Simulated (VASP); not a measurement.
# SnO in VASP: single point with PBE+D3(BJ)

Aim: the single point of SnO with PBE+D3(BJ).

Program: VASP 6.6.1. These are calculated values, not measurements. Logs are shortened: lines on timing, memory, paths and dates and some standing lists are left out, and cuts for length are marked.

### 1 The cell of the first run

The cell holds a slab with vacuum, 8 atoms: a = 3.820 Å, b = 3.820 Å, c = 22.226 Å, α = 90.00°, β = 90.00°, γ = 90.00°.

### 2 Single point, PBE+D3(BJ)

File INCAR:

```
SYSTEM = SnO
ALGO = Normal
DIPOL = 0.5 0.5 0.408
EDIFF = 1E-6
ENCUT = 520
GGA = PE
IDIPOL = 3
ISIF = 2
ISMEAR = 0
IVDW = 12
LASPH = .TRUE.
LCHARG = .FALSE.
LDIPOL = .TRUE.
LREAL = .FALSE.
LWAVE = .FALSE.
NBANDS = 50
NELM = 80
PREC = Accurate
SIGMA = 0.05
```

File KPOINTS:

```
k-points
0
G
  7 7 1
  0 0 0
```

File POSCAR:

```
SnO
1.0
    3.8201528477      0.0002954339      0.0000000000
   -0.0003145169      3.8201528461      0.0000000000
    0.0000000000      0.0000000000     22.2260749922
Sn O
4 4
Direct
    0.9999452930      0.9999452930      0.2024648977
    0.4999452930      0.4999452930      0.3087831522
    0.4999452930      0.8749452930      0.5067488299
   -0.0000547070      0.3749452930      0.6130670844
    0.9999461076      0.4999461076      0.2556240249
    0.4999461076      0.9999461076      0.2556240249
    0.4999461076      0.3749461076      0.5599079571
   -0.0000538924      0.8749461076      0.5599079571
```

Potentials or basis: VASP PAW PBE potentials, release 64 (Sn_d, O).

On the command line:

```console
cat potpaw_PBE.64/Sn_d/POTCAR potpaw_PBE.64/O/POTCAR > POTCAR
mpirun -np 1 vasp_std > vasp.out
```

OUTCAR:

```text
SYSTEM = SnO
   EDIFF = 1E-6
   ENCUT = 520
   GGA = PE
   ISIF = 2
   ISMEAR = 0
   IVDW = 12
   LASPH = .TRUE.
   LREAL = .FALSE.
   NELM = 80
   PREC = Accurate
 IVDW          = 12

 ion  position               nearest neighbor table
   1  1.000  1.000  0.202-   5 2.25   6 2.25   5 2.25   6 2.25   2 3.59   2 3.59   2 3.59   2 3.59

   2  0.500  0.500  0.309-   6 2.25   5 2.25   6 2.25   5 2.25   1 3.59   1 3.59   1 3.59   1 3.59

   3  0.500  0.875  0.507-   7 2.25   8 2.25   7 2.25   8 2.25   4 3.59   4 3.59   4 3.59   4 3.59

   4  1.000  0.375  0.613-   8 2.25   7 2.25   8 2.25   7 2.25   3 3.59   3 3.59   3 3.59   3 3.59

   5  1.000  0.500  0.256-   1 2.25   2 2.25   1 2.25   2 2.25
   6  0.500  1.000  0.256-   1 2.25   2 2.25   1 2.25   2 2.25
   7  0.500  0.375  0.560-   3 2.25   4 2.25   3 2.25   4 2.25
   8  1.000  0.875  0.560-   3 2.25   4 2.25   3 2.25   4 2.25

  LATTYP: Found a simple tetragonal cell.
 ALAT       =     3.8201528591
 C/A-ratio  =     5.8181114243

  Lattice vectors:

 A1 = (   3.8201528477,   0.0002954339,   0.0000000000)
 A2 = (  -0.0003145169,   3.8201528461,   0.0000000000)
 A3 = (   0.0000000000,   0.0000000000,  22.2260749922)

Analysis of symmetry for initial positions (statically):
=====================================================================
 Subroutine PRICEL returns:
 Original cell was already a primitive cell.

 Routine SETGRP: Setting up the symmetry group for a
 simple tetragonal supercell.

 Subroutine GETGRP returns: Found  4 space group operations
 (whereof  1 operations were pure point group operations)
 out of a pool of 16 trial point group operations.

The static configuration has the point symmetry C_1 .
 The point group associated with its full space group is C_2h.

Analysis of symmetry for dynamics (positions and initial velocities):
=====================================================================
 Subroutine PRICEL returns:
 Original cell was already a primitive cell.

 Routine SETGRP: Setting up the symmetry group for a
 simple tetragonal supercell.

 Subroutine GETGRP returns: Found  4 space group operations
 (whereof  1 operations were pure point group operations)
 out of a pool of 16 trial point group operations.

The dynamic configuration has the point symmetry C_1 .
 The point group associated with its full space group is C_2h.

 Subroutine INISYM returns: Found  4 space group operations
 (whereof  1 operations are pure point group operations),
 and found     1 'primitive' translations

----------------------------------------------------------------------------------------

                                     Primitive cell

  volume of cell :     324.3577

  direct lattice vectors                    reciprocal lattice vectors
     3.820152848  0.000295434  0.000000000     0.261769629  0.000021552  0.000000000
    -0.000314517  3.820152846  0.000000000    -0.000020244  0.261769629  0.000000000
     0.000000000  0.000000000 22.226074992     0.000000000  0.000000000  0.044992199

  length of vectors
     3.820152859  3.820152859 22.226074992     0.261769630  0.261769630  0.044992199

  position of ions in fractional coordinates (direct lattice)
     0.999945293  0.999945293  0.202464898
     0.499945293  0.499945293  0.308783152
     0.499945293  0.874945293  0.506748830
     0.999945293  0.374945293  0.613067084
     0.999946108  0.499946108  0.255624025
     0.499946108  0.999946108  0.255624025
     0.499946108  0.374946108  0.559907957
     0.999946108  0.874946108  0.559907957

  ion indices of the primitive-cell ions
   primitive index   ion index
                 1           1
                 2           2
                 3           3
                 4           4
                 5           5
                 6           6
                 7           7
                 8           8

----------------------------------------------------------------------------------------

 KPOINTS: k-points

Automatic generation of k-mesh.
 Grid dimensions read from file:
 generate k-points for:    7    7    1

 Generating k-lattice:

  Cartesian coordinates                     Fractional coordinates (reciprocal lattice)
     0.037395661  0.000003079  0.000000000     0.142857143  0.000000000  0.000000000
    -0.000002892  0.037395661  0.000000000     0.000000000  0.142857143  0.000000000
     0.000000000  0.000000000  0.044992199     0.000000000  0.000000000  1.000000000

  Length of vectors
     0.037395661  0.037395661  0.044992199

  Shift w.r.t. Gamma in fractional coordinates (k-lattice)
     0.000000000  0.000000000  0.000000000

 Subroutine IBZKPT returns following result:
 ===========================================

 Found     16 irreducible k-points:

 Following reciprocal coordinates:
            Coordinates               Weight
  0.000000  0.000000  0.000000      1.000000
  0.142857  0.000000  0.000000      2.000000
  0.000000  0.142857  0.000000      2.000000
  0.285714 -0.000000  0.000000      2.000000
  0.000000  0.285714  0.000000      2.000000
  0.428571 -0.000000  0.000000      2.000000
[... 8 lines left out ...]
 -0.285714  0.428571  0.000000      4.000000
  0.428571  0.428571  0.000000      4.000000
   k-points           NKPTS =     16   k-points in BZ     NKDIM =     16   number of bands    NBANDS=     50
   number of dos      NEDOS =    301   number of ions     NIONS =      8
   total plane-waves  NPLWV = 131712
   dimension x,y,z NGX =    28 NGY =   28 NGZ =  168
   dimension x,y,z NGXF=    56 NGYF=   56 NGZF=  336
   ions per type =               4   4
   NGX,Y,Z   is equivalent  to a cutoff of  12.19, 12.19, 12.57 a.u.
   NGXF,Y,Z  is equivalent  to a cutoff of  24.37, 24.37, 25.13 a.u.
 SYSTEM =  SnO
   PREC   = accura    normal or accurate (medium, high low for compatibility)
   ISTART =      0    job   : 0-new  1-cont  2-samecut
   ICHARG =      2    charge: 1-file 2-atom 10-const
   ISPIN  =      1    spin polarized calculation?
   LNONCOLLINEAR =      F non collinear calculations
   LSORBIT =      F    spin-orbit coupling
   LASPH  =      T    aspherical Exc in radial PAW
   ENCUT  =  520.0 eV  38.22 Ry    6.18 a.u.   7.10  7.10 41.33*2*pi/ulx,y,z
   NELM   =     80;   NELMIN=  2; NELMDL= -5     # of ELM steps
   EDIFF  = 0.1E-05   stopping-criterion for ELM
   LREAL  =      F    real-space projection
[... 7 lines left out ...]
   TEBEG  =    0.0;   TEEND  =   0.0 temperature during run
   PSTRESS=    0.0 pullay stress
   NELECT =      80.0000    total number of electrons
   NUPDOWN=      -1.0000    fix difference up-down
   EMIN   =  10.00;   EMAX   =-10.00  energy-range for DOS
   EFERMI =   0.00;   METHOD = LEGACY
   ISMEAR =     0;   SIGMA  =   0.05  broadening in eV -4-tet -1-fermi 0-gaus
   EFERMI_NEDOS =   21; number of points for ismear=-14 and -15
   IALGO  =     38    algorithm
   IMIX   =      4    mixing-type and parameters
     AMIX     =   0.40;   BMIX     =  1.00
     AMIX_MAG =   1.60;   BMIX_MAG =  1.00
  volume/ion in A,a.u.               =      40.54       273.61
  Fermi-wavevector in a.u.,A,eV,Ry     =   1.026668  1.940121 14.341186  1.054047
  Thomas-Fermi vector in A             =   2.160573
   LORBIT       =      0    0 simple, 1 ext, 2 COOP (PROOUT), +10 PAW based schemes
   GGA     = PE    functional components
   LHFCALC =     F    Hartree Fock is set to
   AEXX    =    0.0000 exact exchange contribution
   IVDW    =    12    specifies the selected vdW correction
   LEPSILON=     F    determine dielectric tensor
   LRPA    =     F    only Hartree local field effects (RPA)
 non-spin polarized calculation
 Gauss-broadening in eV      SIGMA  =   0.05
  energy-cutoff  :      520.00
  volume of cell :      324.36
 maximum number of plane-waves:      8769
   NGX = 15   NGY = 15   NGZ = 83

 dipolmoment           0.000000      0.000000      0.000004 electrons x Angstroem

 number of electron      79.9999969 magnetization

 dipolmoment           0.000000      0.000000     -0.000000 electrons x Angstroem

 Free energy of the ion-electron system (eV)
  ---------------------------------------------------
  ext. energy  EPLUGINS =         0.00000000
  ---------------------------------------------------
  free energy    TOTEN  =       -45.16846751 eV

  energy without entropy =      -45.16846751  energy(sigma->0) =      -45.16846751

 E-fermi :   0.0601     XC(G=0):  -5.3401

 val. band max:       -0.2513306792   @ k =   0.1429   0.1429   0.0000
 cond. band min:       2.3307193807   @ k =   0.0000   0.0000   0.0000
 fundamental gap:      2.5820500599
 Fermi energy:         0.0600650928

 k-point     1 :       0.0000    0.0000    0.0000
  band No.  band energies     occupation
      1     -21.0524      2.00000
      2     -21.0524      2.00000
      3     -20.6917      2.00000
      4     -20.6917      2.00000
      5     -20.6540      2.00000
      6     -20.6538      2.00000
[... 42 lines left out ...]
     49       5.2131      0.00000
     50       5.2142      0.00000

 k-point     2 :       0.1429    0.0000    0.0000
  band No.  band energies     occupation
      1     -21.0435      2.00000
      2     -21.0434      2.00000
      3     -20.6923      2.00000
      4     -20.6923      2.00000
      5     -20.6556      2.00000
      6     -20.6553      2.00000
[... 42 lines left out ...]
     49       5.3741      0.00000
     50       5.4976      0.00000

 k-point     3 :       0.0000    0.1429    0.0000
  band No.  band energies     occupation
      1     -21.0435      2.00000
      2     -21.0434      2.00000
      3     -20.6924      2.00000
      4     -20.6923      2.00000
      5     -20.6558      2.00000
      6     -20.6556      2.00000
[... 678 lines left out ...]
     49       5.8101      0.00000
     50       6.1332      0.00000

 k-point    16 :       0.4286    0.4286    0.0000
  band No.  band energies     occupation
      1     -20.9932      2.00000
      2     -20.9931      2.00000
      3     -20.9793      2.00000
      4     -20.9792      2.00000
      5     -20.6587      2.00000
      6     -20.6587      2.00000
[... 42 lines left out ...]
     49       6.2570      0.00000
     50       6.2992      0.00000

------------------------ aborting loop because EDIFF is reached ----------------------------------------

 vacuum level on the upper side and lower side of the slab       (xc-potential included)        -0.154        -0.154

 Edisp (eV)   -1.22211

 E8    (eV) :    -0.5402

  FORCE on cell =-STRESS in cart. coord.  units (eV):
  Direction    XX          YY          ZZ          XY          YZ          ZX
  --------------------------------------------------------------------------------------
  -------------------------------------------------------------------------------------
  Total       0.16233     0.20463    -0.06557    -0.00000     0.11259    -0.00001
  in kB       0.80184     1.01079    -0.32389    -0.00002     0.55615    -0.00005
  external pressure =        0.50 kB  Pullay stress =        0.00 kB

 VOLUME and BASIS-vectors are now :
 -----------------------------------------------------------------------------
  energy-cutoff  :      520.00
  volume of cell :      324.36
      direct lattice vectors                 reciprocal lattice vectors
     3.820152848  0.000295434  0.000000000     0.261769629  0.000021552  0.000000000
    -0.000314517  3.820152846  0.000000000    -0.000020244  0.261769629  0.000000000
     0.000000000  0.000000000 22.226074992     0.000000000  0.000000000  0.044992199

 POSITION                                       TOTAL-FORCE (eV/Angst)
 -----------------------------------------------------------------------------------
      3.81963      3.82024      4.50000         0.000000     -0.002137     -0.084496
      1.90971      1.91002      6.86304         0.000001     -0.011208      0.138347
      1.90959      3.34257     11.26304        -0.000001      0.011208     -0.138347
      3.81983      1.43264     13.62607        -0.000000      0.002137      0.084496
      3.81979      1.91017      5.68152        -0.000000      0.004167      0.005332
      1.90956      3.82009      5.68152         0.000001     -0.010668      0.005127
      1.90975      1.43250     12.44456        -0.000001      0.010668     -0.005127
      3.81967      3.34272     12.44456         0.000000     -0.004167     -0.005332
 -----------------------------------------------------------------------------------
    total drift:                               -0.013937     -0.013939      0.000006

  FREE ENERGIE OF THE ION-ELECTRON SYSTEM (eV)
  ---------------------------------------------------
  free  energy   TOTEN  =       -46.3905783031 eV

  energy  without entropy=      -46.3905783031  energy(sigma->0) =      -46.39057830

 vacuum level on the upper side and lower side of the slab         4.798         4.798
```

It used 850 s of CPU time on 1 thread of AMD EPYC 7R13 Processor (Zen 3) (shared host).

Results:

```yaml
Free_energy: -46.3906 eV
Largest_force: 0.139 eV/Å
Band_gap_on_the_k_mesh: 2.58 eV, indirect (least direct gap 2.61 eV)
Dispersion_energy_per_atom: -0.153 eV
```

Forces in eV/Å, atoms in the order of the input:
```
Sn   0.000 -0.002 -0.084
Sn   0.000 -0.011  0.138
Sn   0.000  0.011 -0.138
Sn   0.000  0.002  0.084
O    0.000  0.004  0.005
O    0.000 -0.011  0.005
O    0.000  0.011 -0.005
O    0.000 -0.004 -0.005
```

Caveat: spin-orbit coupling is left out, which moves the levels of the heavy elements.
